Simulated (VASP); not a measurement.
# NaTa (Amm2) in VASP: single point with PBE

Aim: the single point of NaTa with PBE.

Program: VASP 6.6.1. These are calculated values, not measurements. Logs are shortened: lines on timing, memory, paths and dates and some standing lists are left out, and cuts for length are marked.

**1. The cell of the first run**

Symmetry: Amm2, No. 38, orthorhombic system. Conventional cell: a = 5.962 Å, b = 2.708 Å, c = 5.250 Å, α = 90.00°, β = 90.00°, γ = 90.00°. Na (site symmetry mm2) has 6 Na at 2.71 to 2.95 Å and 6 Ta at 3.35 to 3.45 Å within 3.6 Å. Ta (site symmetry mm2) has 6 Ta at 2.71 to 2.95 Å and 6 Na at 3.35 to 3.45 Å within 3.6 Å.

**2. Single point, PBE**

File INCAR:

```
ALGO = Fast ; EDIFF = 1E-7
ENCUT = 520 ; GGA = PE
ISIF = 2 ; ISMEAR = 0
LASPH = True ; LCHARG = False
LREAL = False ; LWAVE = False
NBANDS = 16 ; NELM = 60
PREC = Accurate ; SIGMA = 0.1
```

File KPOINTS:

```
k-points
0
Gamma
  10 22 22
```

File POSCAR:

```
NaTa
1.0
    5.9622745132      0.0000000000      0.0000000000
    0.0000000000      1.3538685249      2.6247912484
    0.0000000000     -1.3538685249      2.6247912484
Na Ta
1 1
Direct
    0.0000000000      0.0201282067      0.0201282067
    0.5000000000      0.7297544159      0.7297544159
```

Potentials or basis: VASP PAW PBE potentials, release 64 (Na_pv, Ta_pv).

Run with:

```console
$ cat potpaw_PBE.64/Na_pv/POTCAR potpaw_PBE.64/Ta_pv/POTCAR > POTCAR
$ mpirun -np 1 vasp_std > vasp.out
```

OUTCAR:

```text
EDIFF = 1E-7
   ENCUT = 520
   GGA = PE
   ISIF = 2
   ISMEAR = 0
   LASPH = True
   LREAL = False
   NELM = 60
   PREC = Accurate

 ion  position               nearest neighbor table
   1  0.000  0.020  0.020-
   2  0.500  0.730  0.730-

  LATTYP: Found a base centered orthorhombic cell.
 ALAT       =     2.7077370498
 B/A-ratio  =     1.9387342272
 C/A-ratio  =     2.2019399977

  Lattice vectors:

 A1 = (   0.0000000000,   1.3538685249,  -2.6247912484)
 A2 = (   0.0000000000,   1.3538685249,   2.6247912484)
 A3 = (   5.9622745132,   0.0000000000,   0.0000000000)

Analysis of symmetry for initial positions (statically):
=====================================================================
 Subroutine PRICEL returns:
 Original cell was already a primitive cell.

 Routine SETGRP: Setting up the symmetry group for a
 base centered orthorhombic supercell.

 Subroutine GETGRP returns: Found  4 space group operations
 (whereof  4 operations were pure point group operations)
 out of a pool of  8 trial point group operations.

The static configuration has the point symmetry C_2v.

Analysis of symmetry for dynamics (positions and initial velocities):
=====================================================================
 Subroutine PRICEL returns:
 Original cell was already a primitive cell.

 Routine SETGRP: Setting up the symmetry group for a
 base centered orthorhombic supercell.

 Subroutine GETGRP returns: Found  4 space group operations
 (whereof  4 operations were pure point group operations)
 out of a pool of  8 trial point group operations.

The dynamic configuration has the point symmetry C_2v.

 Subroutine INISYM returns: Found  4 space group operations
 (whereof  4 operations are pure point group operations),
 and found     1 'primitive' translations

----------------------------------------------------------------------------------------

                                     Primitive cell

  volume of cell :      42.3753

  direct lattice vectors                    reciprocal lattice vectors
     5.962274513  0.000000000  0.000000000     0.167721227  0.000000000  0.000000000
     0.000000000  1.353868525  2.624791248     0.000000000  0.369312079  0.190491339
     0.000000000 -1.353868525  2.624791248     0.000000000 -0.369312079  0.190491339

  length of vectors
     5.962274513  2.953386036  2.953386036     0.167721227  0.415545861  0.415545861

  position of ions in fractional coordinates (direct lattice)
     0.000000000  0.020128207  0.020128207
     0.500000000  0.729754416  0.729754416

  ion indices of the primitive-cell ions
   primitive index   ion index
                 1           1
                 2           2

----------------------------------------------------------------------------------------

 KPOINTS: k-points

Automatic generation of k-mesh.
 Grid dimensions read from file:
 generate k-points for:   10   22   22

 Generating k-lattice:

  Cartesian coordinates                     Fractional coordinates (reciprocal lattice)
     0.016772123  0.000000000  0.000000000     0.100000000  0.000000000  0.000000000
     0.000000000  0.016786913  0.008658697     0.000000000  0.045454545  0.000000000
     0.000000000 -0.016786913  0.008658697     0.000000000  0.000000000  0.045454545

  Length of vectors
     0.016772123  0.018888448  0.018888448

  Shift w.r.t. Gamma in fractional coordinates (k-lattice)
     0.000000000  0.000000000  0.000000000

 Subroutine IBZKPT returns following result:
 ===========================================

 Found    798 irreducible k-points:

 Following reciprocal coordinates:
            Coordinates               Weight
  0.000000  0.000000  0.000000      1.000000
  0.100000  0.000000  0.000000      2.000000
  0.200000  0.000000  0.000000      2.000000
  0.300000  0.000000  0.000000      2.000000
  0.400000  0.000000  0.000000      2.000000
  0.500000  0.000000  0.000000      1.000000
[... 16 lines left out ...]
  0.400000  0.136364  0.000000      8.000000
  0.500000  0.136364  0.000000      4.000000
 [... further k-points ...]
   k-points           NKPTS =    798   k-points in BZ     NKDIM =    798   number of bands    NBANDS=     16
   number of dos      NEDOS =    301   number of ions     NIONS =      2
   total plane-waves  NPLWV =  27648
   dimension x,y,z NGX =    48 NGY =   24 NGZ =   24
   dimension x,y,z NGXF=    96 NGYF=   48 NGZF=   48
   ions per type =               1   1
   NGX,Y,Z   is equivalent  to a cutoff of  13.38, 13.51, 13.51 a.u.
   NGXF,Y,Z  is equivalent  to a cutoff of  26.77, 27.02, 27.02 a.u.
 SYSTEM =  unknown system
   PREC   = accura    normal or accurate (medium, high low for compatibility)
   ISTART =      0    job   : 0-new  1-cont  2-samecut
   ICHARG =      2    charge: 1-file 2-atom 10-const
   ISPIN  =      1    spin polarized calculation?
   LNONCOLLINEAR =      F non collinear calculations
   LSORBIT =      F    spin-orbit coupling
   LASPH  =      T    aspherical Exc in radial PAW
   ENCUT  =  520.0 eV  38.22 Ry    6.18 a.u.  11.09  5.49  5.49*2*pi/ulx,y,z
   NELM   =     60;   NELMIN=  2; NELMDL= -5     # of ELM steps
   EDIFF  = 0.1E-06   stopping-criterion for ELM
   LREAL  =      F    real-space projection
   EDIFFG = 0.1E-05   stopping-criterion for IOM
   NSW    =      0    number of steps for IOM
   IBRION =     -1    ionic relax: 0-MD 1-quasi-New 2-CG
   NFREE  =      0    steps in history (QN), initial steepest desc. (CG)
   ISIF   =      2    stress and relaxation
   ISYM   =      2    0-nonsym 1-usesym 2-fastsym
   POTIM  = 0.5000    time-step for ionic-motion
   TEBEG  =    0.0;   TEEND  =   0.0 temperature during run
   PSTRESS=    0.0 pullay stress
   NELECT =      18.0000    total number of electrons
   NUPDOWN=      -1.0000    fix difference up-down
   EMIN   =  10.00;   EMAX   =-10.00  energy-range for DOS
   EFERMI =   0.00;   METHOD = LEGACY
   ISMEAR =     0;   SIGMA  =   0.10  broadening in eV -4-tet -1-fermi 0-gaus
   EFERMI_NEDOS =   21; number of points for ismear=-14 and -15
   IALGO  =     68    algorithm
   IMIX   =      4    mixing-type and parameters
     AMIX     =   0.40;   BMIX     =  1.00
     AMIX_MAG =   1.60;   BMIX_MAG =  1.00
  volume/ion in A,a.u.               =      21.19       142.98
  Fermi-wavevector in a.u.,A,eV,Ry     =   1.230631  2.325556 20.605386  1.514453
  Thomas-Fermi vector in A             =   2.365472
   LORBIT       =      0    0 simple, 1 ext, 2 COOP (PROOUT), +10 PAW based schemes
   GGA     = PE    functional components
   LHFCALC =     F    Hartree Fock is set to
   AEXX    =    0.0000 exact exchange contribution
   IVDW    =     0    specifies the selected vdW correction
   LEPSILON=     F    determine dielectric tensor
   LRPA    =     F    only Hartree local field effects (RPA)
 non-spin polarized calculation
 RMM-DIIS sequential band-by-band and
 Gauss-broadening in eV      SIGMA  =   0.10
  energy-cutoff  :      520.00
  volume of cell :       42.38
 maximum number of plane-waves:      1171
 NGX is ok and might be reduce to    48
   NGX = 23   NGY = 11   NGZ = 11

 number of electron      17.9999995 magnetization

 Free energy of the ion-electron system (eV)
  ---------------------------------------------------
  ext. energy  EPLUGINS =         0.00000000
  ---------------------------------------------------
  free energy    TOTEN  =       -11.62792787 eV

  energy without entropy =      -11.62148468  energy(sigma->0) =      -11.62470628

 E-fermi :   3.2741     XC(G=0):  -9.9755

 val. band max:        3.2693219961   @ k =   0.5000   0.5000   0.3636
 cond. band min:       3.2778057512   @ k =   0.0000  -0.3182   0.2273
 fundamental gap:      0.0084837551
 Fermi energy:         3.2741134743

 k-point     1 :       0.0000    0.0000    0.0000
  band No.  band energies     occupation
      1     -31.2135      2.00000
      2     -30.4657      2.00000
      3     -30.1573      2.00000
      4     -21.1582      2.00000
      5     -21.1419      2.00000
      6     -21.1121      2.00000
[... 8 lines left out ...]
     15      14.6900      0.00000
     16      17.1953      0.00000

 k-point     2 :       0.1000    0.0000    0.0000
  band No.  band energies     occupation
      1     -31.2135      2.00000
      2     -30.4657      2.00000
      3     -30.1573      2.00000
      4     -21.1582      2.00000
      5     -21.1422      2.00000
      6     -21.1121      2.00000
[... 8 lines left out ...]
     15      14.4493      0.00000
     16      17.2174      0.00000

 k-point     3 :       0.2000    0.0000    0.0000
  band No.  band energies     occupation
      1     -31.2134      2.00000
      2     -30.4657      2.00000
      3     -30.1573      2.00000
      4     -21.1582      2.00000
      5     -21.1428      2.00000
      6     -21.1121      2.00000
[... 8 lines left out ...]
     15      13.8883      0.00000
     16      17.2539      0.00000

 k-point     4 :       0.3000    0.0000    0.0000
  band No.  band energies     occupation
      1     -31.2133      2.00000
      2     -30.4657      2.00000
      3     -30.1573      2.00000
      4     -21.1582      2.00000
      5     -21.1436      2.00000
      6     -21.1121      2.00000
[... 8 lines left out ...]
     15      13.2486      0.00000
     16      17.2879      0.00000
[... 324 lines left out ...]
 k-point    22 :       0.3000    0.1364    0.0000
  band No.  band energies     occupation
      1     -31.1787      2.00000
      2     -30.5369      2.00000
      3     -30.3858      2.00000
      4     -21.1904      2.00000
      5     -21.1609      2.00000
      6     -21.1315      2.00000
[... 8 lines left out ...]
     15      13.7266      0.00000
     16      17.1495      0.00000

 k-point    23 :       0.4000    0.1364    0.0000
  band No.  band energies     occupation
      1     -31.1786      2.00000
      2     -30.5369      2.00000
      3     -30.3858      2.00000
      4     -21.1903      2.00000
      5     -21.1609      2.00000
      6     -21.1320      2.00000
[... 8 lines left out ...]
     15      12.9715      0.00000
     16      17.1847      0.00000

 k-point    24 :       0.5000    0.1364    0.0000
  band No.  band energies     occupation
      1     -31.1786      2.00000
      2     -30.5369      2.00000
      3     -30.3858      2.00000
      4     -21.1903      2.00000
      5     -21.1609      2.00000
      6     -21.1322      2.00000
[... 8 lines left out ...]
     15      12.6188      0.00000
     16      17.1931      0.00000

 [... further k-points ...]

------------------------ aborting loop because EDIFF is reached ----------------------------------------

  FORCE on cell =-STRESS in cart. coord.  units (eV):
  Direction    XX          YY          ZZ          XY          YZ          ZX
  --------------------------------------------------------------------------------------
  -------------------------------------------------------------------------------------
  Total       -0.0041768      0.0232724     -0.0046454      0.0000000      0.0000000      0.0000000
  in kB       -0.1579215      0.8799095     -0.1756403      0.0000000      0.0000000      0.0000000
  external PRESSURE =       0.1821159 kB  Pullay stress =       0.0000000 kB

 VOLUME and BASIS-vectors are now :
 -----------------------------------------------------------------------------
  energy-cutoff  :      520.00
  volume of cell :       42.38
      direct lattice vectors                 reciprocal lattice vectors
     5.962274513  0.000000000  0.000000000     0.167721227  0.000000000  0.000000000
     0.000000000  1.353868525  2.624791248     0.000000000  0.369312079  0.190491339
     0.000000000 -1.353868525  2.624791248     0.000000000 -0.369312079  0.190491339

 POSITION                                       TOTAL-FORCE (eV/Angst)
 -----------------------------------------------------------------------------------
      0.00000      0.00000      0.10566         0.000000      0.000000     -0.000164
      2.98114      0.00000      3.83091         0.000000      0.000000      0.000164
 -----------------------------------------------------------------------------------
    total drift:                                0.000000      0.000000     -0.000100

  FREE ENERGIE OF THE ION-ELECTRON SYSTEM (eV)
  ---------------------------------------------------
  free  energy   TOTEN  =       -11.6279278715 eV

  energy  without entropy=      -11.6214846807  energy(sigma->0) =      -11.62470628
```

Run time: 3.2 min. Hardware: 1 thread of Intel Xeon 6975P-C (Granite Rapids), shared host; peak memory 0.6 GiB.

Results:

```
Free energy            : -11.6279 eV
Pressure               : 0.0 GPa
Band gap on the k mesh : zero (bands 9 and 10 overlap by 1.85 eV)
```

Caveat: spin-orbit coupling is left out, which moves the levels of the heavy elements.
